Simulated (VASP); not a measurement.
# Al3InAs4 (P-43m) in VASP: a series of runs

The runs below take Al3InAs4 through single point, with PBE.

Program: VASP 6.6.1. These are calculated values, not measurements. Logs are shortened: lines on timing, memory, paths and dates and some standing lists are left out, and cuts for length are marked.

## Step 1: The cell of the first run

Symmetry: P-43m, No. 215, cubic system. Conventional cell: a = 5.777 Å, b = 5.777 Å, c = 5.777 Å, α = 90.00°, β = 90.00°, γ = 90.00°. Al (site symmetry -42m) has 4 As at 2.47 Å within 3.3 Å. In (site symmetry -43m) has 4 As at 2.61 Å within 3.4 Å. Within 3.3 Å of As (site symmetry 3m) lie 3 Al at 2.47 Å and 1 In at 2.61 Å.

## Step 2: Single point, PBE (volume scaled by 0.97, then relaxed in part)

The input, INCAR:

```
ALGO = Normal
EDIFF = 1E-6
ENCUT = 520
GGA = PE
ISIF = 2
ISMEAR = 0
LASPH = T
LCHARG = F
LREAL = F
LWAVE = F
NBANDS = 31
NELM = 80
PREC = Accurate
SIGMA = 0.02
```

The input, KPOINTS:

```
k-points
0
Gamma
  6 6 6
```

The input, POSCAR:

```
Al3InAs4
1.0
    5.7765389536      0.0000000000      0.0000000000
    0.0000000000      5.7765389536      0.0000000000
    0.0000000000      0.0000000000      5.7765389536
Al In As
3 1 4
Direct
    0.5000000000      0.0000000000      0.0000000000
    0.0000000000      0.0000000000      0.5000000000
    0.0000000000      0.5000000000      0.0000000000
    0.5000000000      0.5000000000      0.5000000000
    0.7609161215      0.2390838785      0.7609161215
    0.7609161215      0.7609161215      0.2390838785
    0.2390838785      0.2390838785      0.2390838785
    0.2390838785      0.7609161215      0.7609161215
```

Potentials or basis: VASP PAW PBE potentials, release 64 (Al, In_d, As).

Command:

```sh
$ cat potpaw_PBE.64/Al/POTCAR potpaw_PBE.64/In_d/POTCAR potpaw_PBE.64/As/POTCAR > POTCAR
$ mpirun -np 1 vasp_std > vasp.out
```

OUTCAR:

```text
EDIFF = 1E-6
   ENCUT = 520
   GGA = PE
   ISIF = 2
   ISMEAR = 0
   LASPH = T
   LREAL = F
   NELM = 80
   PREC = Accurate

 ion  position               nearest neighbor table
   1  0.500  0.000  0.000-   5 2.47   6 2.47   7 2.47   8 2.47
   2  0.000  0.000  0.500-   5 2.47   6 2.47   7 2.47   8 2.47
   3  0.000  0.500  0.000-   5 2.47   6 2.47   7 2.47   8 2.47
   4  0.500  0.500  0.500-   5 2.61   6 2.61   7 2.61   8 2.61
   5  0.761  0.239  0.761-   1 2.47   2 2.47   3 2.47   4 2.61
   6  0.761  0.761  0.239-   1 2.47   2 2.47   3 2.47   4 2.61
   7  0.239  0.239  0.239-   1 2.47   2 2.47   3 2.47   4 2.61
   8  0.239  0.761  0.761-   1 2.47   2 2.47   3 2.47   4 2.61

  LATTYP: Found a simple cubic cell.
 ALAT       =     5.7765389536

  Lattice vectors:

 A1 = (   5.7765389536,   0.0000000000,   0.0000000000)
 A2 = (   0.0000000000,   5.7765389536,   0.0000000000)
 A3 = (   0.0000000000,   0.0000000000,   5.7765389536)

Analysis of symmetry for initial positions (statically):
=====================================================================
 Subroutine PRICEL returns:
 Original cell was already a primitive cell.

 Routine SETGRP: Setting up the symmetry group for a
 simple cubic supercell.

 Subroutine GETGRP returns: Found 24 space group operations
 (whereof 24 operations were pure point group operations)
 out of a pool of 48 trial point group operations.

The static configuration has the point symmetry T_d .

Analysis of symmetry for dynamics (positions and initial velocities):
=====================================================================
 Subroutine PRICEL returns:
 Original cell was already a primitive cell.

 Routine SETGRP: Setting up the symmetry group for a
 simple cubic supercell.

 Subroutine GETGRP returns: Found 24 space group operations
 (whereof 24 operations were pure point group operations)
 out of a pool of 48 trial point group operations.

The dynamic configuration has the point symmetry T_d .

 Subroutine INISYM returns: Found 24 space group operations
 (whereof 24 operations are pure point group operations),
 and found     1 'primitive' translations

----------------------------------------------------------------------------------------

                                     Primitive cell

  volume of cell :     192.7539

  direct lattice vectors                    reciprocal lattice vectors
     5.776538954  0.000000000  0.000000000     0.173114041  0.000000000  0.000000000
     0.000000000  5.776538954  0.000000000     0.000000000  0.173114041  0.000000000
     0.000000000  0.000000000  5.776538954     0.000000000  0.000000000  0.173114041

  length of vectors
     5.776538954  5.776538954  5.776538954     0.173114041  0.173114041  0.173114041

  position of ions in fractional coordinates (direct lattice)
     0.500000000  0.000000000  0.000000000
     0.000000000  0.000000000  0.500000000
     0.000000000  0.500000000  0.000000000
     0.500000000  0.500000000  0.500000000
     0.760916122  0.239083878  0.760916122
     0.760916122  0.760916122  0.239083878
     0.239083878  0.239083878  0.239083878
     0.239083878  0.760916122  0.760916122

  ion indices of the primitive-cell ions
   primitive index   ion index
                 1           1
                 2           2
                 3           3
                 4           4
                 5           5
                 6           6
                 7           7
                 8           8

----------------------------------------------------------------------------------------

 KPOINTS: k-points

Automatic generation of k-mesh.
 Grid dimensions read from file:
 generate k-points for:    6    6    6

 Generating k-lattice:

  Cartesian coordinates                     Fractional coordinates (reciprocal lattice)
     0.028852340  0.000000000  0.000000000     0.166666667  0.000000000  0.000000000
     0.000000000  0.028852340  0.000000000     0.000000000  0.166666667  0.000000000
     0.000000000  0.000000000  0.028852340     0.000000000  0.000000000  0.166666667

  Length of vectors
     0.028852340  0.028852340  0.028852340

  Shift w.r.t. Gamma in fractional coordinates (k-lattice)
     0.000000000  0.000000000  0.000000000

 Subroutine IBZKPT returns following result:
 ===========================================

 Found     20 irreducible k-points:

 Following reciprocal coordinates:
            Coordinates               Weight
  0.000000  0.000000  0.000000      1.000000
  0.166667  0.000000  0.000000      6.000000
  0.333333  0.000000  0.000000      6.000000
  0.500000  0.000000  0.000000      3.000000
  0.166667  0.166667  0.000000     12.000000
  0.333333  0.166667  0.000000     24.000000
[... 12 lines left out ...]
  0.500000  0.500000  0.333333      6.000000
  0.500000  0.500000  0.500000      1.000000
   k-points           NKPTS =     20   k-points in BZ     NKDIM =     20   number of bands    NBANDS=     31
   number of dos      NEDOS =    301   number of ions     NIONS =      8
   total plane-waves  NPLWV = 110592
   dimension x,y,z NGX =    48 NGY =   48 NGZ =   48
   dimension x,y,z NGXF=    96 NGYF=   96 NGZF=   96
   ions per type =               3   1   4
   NGX,Y,Z   is equivalent  to a cutoff of  13.81, 13.81, 13.81 a.u.
   NGXF,Y,Z  is equivalent  to a cutoff of  27.63, 27.63, 27.63 a.u.
 SYSTEM =  unknown system
   PREC   = accura    normal or accurate (medium, high low for compatibility)
   ISTART =      0    job   : 0-new  1-cont  2-samecut
   ICHARG =      2    charge: 1-file 2-atom 10-const
   ISPIN  =      1    spin polarized calculation?
   LNONCOLLINEAR =      F non collinear calculations
   LSORBIT =      F    spin-orbit coupling
   LASPH  =      T    aspherical Exc in radial PAW
   ENCUT  =  520.0 eV  38.22 Ry    6.18 a.u.  10.74 10.74 10.74*2*pi/ulx,y,z
   NELM   =     80;   NELMIN=  2; NELMDL= -5     # of ELM steps
   EDIFF  = 0.1E-05   stopping-criterion for ELM
   LREAL  =      F    real-space projection
   EDIFFG = 0.1E-04   stopping-criterion for IOM
   NSW    =      0    number of steps for IOM
   IBRION =     -1    ionic relax: 0-MD 1-quasi-New 2-CG
   NFREE  =      0    steps in history (QN), initial steepest desc. (CG)
   ISIF   =      2    stress and relaxation
   ISYM   =      2    0-nonsym 1-usesym 2-fastsym
   POTIM  = 0.5000    time-step for ionic-motion
   TEBEG  =    0.0;   TEEND  =   0.0 temperature during run
   PSTRESS=    0.0 pullay stress
   NELECT =      42.0000    total number of electrons
   NUPDOWN=      -1.0000    fix difference up-down
   EMIN   =  10.00;   EMAX   =-10.00  energy-range for DOS
   EFERMI =   0.00;   METHOD = LEGACY
   ISMEAR =     0;   SIGMA  =   0.02  broadening in eV -4-tet -1-fermi 0-gaus
   EFERMI_NEDOS =   21; number of points for ismear=-14 and -15
   IALGO  =     38    algorithm
   IMIX   =      4    mixing-type and parameters
     AMIX     =   0.40;   BMIX     =  1.00
     AMIX_MAG =   1.60;   BMIX_MAG =  1.00
  volume/ion in A,a.u.               =      24.09       162.60
  Fermi-wavevector in a.u.,A,eV,Ry     =   0.985122  1.861612 13.203995  0.970466
  Thomas-Fermi vector in A             =   2.116406
   LORBIT       =      0    0 simple, 1 ext, 2 COOP (PROOUT), +10 PAW based schemes
   GGA     = PE    functional components
   LHFCALC =     F    Hartree Fock is set to
   AEXX    =    0.0000 exact exchange contribution
   IVDW    =     0    specifies the selected vdW correction
   LEPSILON=     F    determine dielectric tensor
   LRPA    =     F    only Hartree local field effects (RPA)
 non-spin polarized calculation
 Gauss-broadening in eV      SIGMA  =   0.02
  energy-cutoff  :      520.00
  volume of cell :      192.75
 maximum number of plane-waves:      5232
 NGX is ok and might be reduce to    48
   NGX = 21   NGY = 21   NGZ = 21

 number of electron      42.0000001 magnetization

 Free energy of the ion-electron system (eV)
  ---------------------------------------------------
  ext. energy  EPLUGINS =         0.00000000
  ---------------------------------------------------
  free energy    TOTEN  =       -35.74665134 eV

  energy without entropy =      -35.74665134  energy(sigma->0) =      -35.74665134

 E-fermi :   4.1059     XC(G=0):  -9.0369

 val. band max:        3.9617033364   @ k =   0.0000   0.0000   0.0000
 cond. band min:       5.3380913527   @ k =   0.0000   0.0000   0.0000
 fundamental gap:      1.3763880164
 Fermi energy:         4.1058823268

 k-point     1 :       0.0000    0.0000    0.0000
  band No.  band energies     occupation
      1     -10.0638      2.00000
      2     -10.0638      2.00000
      3     -10.0638      2.00000
      4      -9.9320      2.00000
      5      -9.9320      2.00000
      6      -7.8176      2.00000
[... 23 lines left out ...]
     30       8.1989      0.00000
     31       8.1989      0.00000

 k-point     2 :       0.1667    0.0000    0.0000
  band No.  band energies     occupation
      1     -10.0652      2.00000
      2     -10.0645      2.00000
      3     -10.0645      2.00000
      4      -9.9319      2.00000
      5      -9.9314      2.00000
      6      -7.7255      2.00000
[... 23 lines left out ...]
     30       8.5875      0.00000
     31       8.5875      0.00000

 k-point     3 :       0.3333    0.0000    0.0000
  band No.  band energies     occupation
      1     -10.0679      2.00000
      2     -10.0660      2.00000
      3     -10.0660      2.00000
      4      -9.9317      2.00000
      5      -9.9302      2.00000
      6      -7.4577      2.00000
[... 567 lines left out ...]
     30       8.8967      0.00000
     31       8.9291      0.00000

 k-point    20 :       0.5000    0.5000    0.5000
  band No.  band energies     occupation
      1     -10.0738      2.00000
      2     -10.0738      2.00000
      3     -10.0738      2.00000
      4      -9.9279      2.00000
      5      -9.9279      2.00000
      6      -6.5192      2.00000
[... 23 lines left out ...]
     30       8.7125      0.00000
     31       8.7125      0.00000

------------------------ aborting loop because EDIFF is reached ----------------------------------------

  FORCE on cell =-STRESS in cart. coord.  units (eV):
  Direction    XX          YY          ZZ          XY          YZ          ZX
  --------------------------------------------------------------------------------------
  -------------------------------------------------------------------------------------
  Total        2.6263581      2.6263581      2.6263581     -0.0000000      0.0000000     -0.0000000
  in kB       21.8303855     21.8303855     21.8303855     -0.0000000      0.0000000     -0.0000000
  external PRESSURE =      21.8303855 kB  Pullay stress =       0.0000000 kB

 VOLUME and BASIS-vectors are now :
 -----------------------------------------------------------------------------
  energy-cutoff  :      520.00
  volume of cell :      192.75
      direct lattice vectors                 reciprocal lattice vectors
     5.776538954  0.000000000  0.000000000     0.173114041  0.000000000  0.000000000
     0.000000000  5.776538954  0.000000000     0.000000000  0.173114041  0.000000000
     0.000000000  0.000000000  5.776538954     0.000000000  0.000000000  0.173114041

 POSITION                                       TOTAL-FORCE (eV/Angst)
 -----------------------------------------------------------------------------------
      2.88827      0.00000      0.00000        -0.000000      0.000000      0.000000
      0.00000      0.00000      2.88827        -0.000000      0.000000      0.000000
      0.00000      2.88827      0.00000        -0.000000      0.000000      0.000000
      2.88827      2.88827      2.88827        -0.000000      0.000000      0.000000
      4.39546      1.38108      4.39546        -0.002107      0.002107     -0.002107
      4.39546      4.39546      1.38108        -0.002107     -0.002107      0.002107
      1.38108      1.38108      1.38108         0.002107      0.002107      0.002107
      1.38108      4.39546      4.39546         0.002107     -0.002107     -0.002107
 -----------------------------------------------------------------------------------
    total drift:                                0.000000      0.000000     -0.000000

  FREE ENERGIE OF THE ION-ELECTRON SYSTEM (eV)
  ---------------------------------------------------
  free  energy   TOTEN  =       -35.7466513388 eV

  energy  without entropy=      -35.7466513388  energy(sigma->0) =      -35.74665134
```

Wall time 2.3 min (1 thread of Intel Xeon 6975P-C, shared host); peak memory 0.4 GiB.

What came out:

- Free energy: -35.7467 eV
- Pressure: 2.2 GPa
- Largest force: 0.004 eV/Å
- Band gap on the k mesh: 1.38 eV, direct

Forces in eV/Å, atoms in the order of the input:
```
Al   0.000  0.000  0.000
Al   0.000  0.000  0.000
Al   0.000  0.000  0.000
In   0.000  0.000  0.000
As  -0.002  0.002 -0.002
As  -0.002 -0.002  0.002
As   0.002  0.002  0.002
As   0.002 -0.002 -0.002
```

Levels at points of the mesh, in eV from the valence-band top:
| k point | band 17 | band 18 | band 19 | band 20 | band 21 | band 22 | band 23 | band 24 | band 25 | band 26 |
| --- | --- | --- | --- | --- | --- | --- | --- | --- | --- | --- |
| (0.00, 0.00, 0.00) | -2.11 | -2.11 | 0.00 | 0.00 | 0.00 | 1.38 | 1.60 | 1.60 | 1.60 | 1.68 |
| (0.50, 0.00, 0.00) | -2.81 | -1.48 | -1.48 | -1.10 | -1.10 | 2.39 | 2.65 | 3.36 | 3.54 | 4.30 |
| (0.50, 0.50, 0.00) | -2.73 | -1.26 | -0.89 | -0.71 | -0.71 | 3.02 | 3.02 | 3.18 | 3.62 | 5.34 |
| (0.50, 0.50, 0.50) | -0.98 | -0.98 | -0.51 | -0.51 | -0.51 | 1.53 | 1.89 | 1.89 | 1.89 | 4.40 |

Caveat: spin-orbit coupling is left out, which moves the levels of the heavy elements.

[end of part 1 of 2]
